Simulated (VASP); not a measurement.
Input of a VASP 6.6.1 run:

Contents of INCAR:

```
SYSTEM = AgBr
ALGO = Normal ; EDIFF = 1E-6
ENCUT = 500 ; GGA = PS
GGA_COMPAT = .False. ; ISIF = 2
ISMEAR = 0 ; LASPH = .True.
LCHARG = .True. ; LELF = .True.
LREAL = .False. ; LVHAR = .True.
LWAVE = .False. ; NBANDS = 16
NELM = 120 ; PREC = Accurate
SIGMA = 0.1
```

The input KPOINTS:

```
k-points
0
Gamma
  6 6 6
  0 0 0
```

File POSCAR:

```
AgBr
1.0
    0.0000000000      2.9629948981      2.9629948981
    2.9629948981      0.0000000000      2.9629948981
    2.9629948981      2.9629948981      0.0000000000
Ag Br
1 1
Direct
    0.0000000000      0.0000000000      0.0000000000
    0.5000000000      0.5000000000      0.5000000000
```

Potentials or basis: VASP PAW PBE potentials, release 64 (Ag, Br).

Command:

```bash
$ cat potpaw_PBE.64/Ag/POTCAR potpaw_PBE.64/Br/POTCAR > POTCAR
$ mpirun -np 1 vasp_std > vasp.out
```

Question: What does it give for the pressure?

Answer: -4.8 GPa.

Question: Predict the band gap on the k mesh.

Answer: 0.54 eV (least direct gap 2.16 eV).

Caveat: the cell differs from its parent crystal (I replaced by Br, lengths x 0.960, strained); the cell stands under tension; semilocal functionals underestimate gaps, and a narrow one can read as zero; the PAW data sets were made with another functional, which shifts forces and pressure a little. A k mesh can miss the band edges.
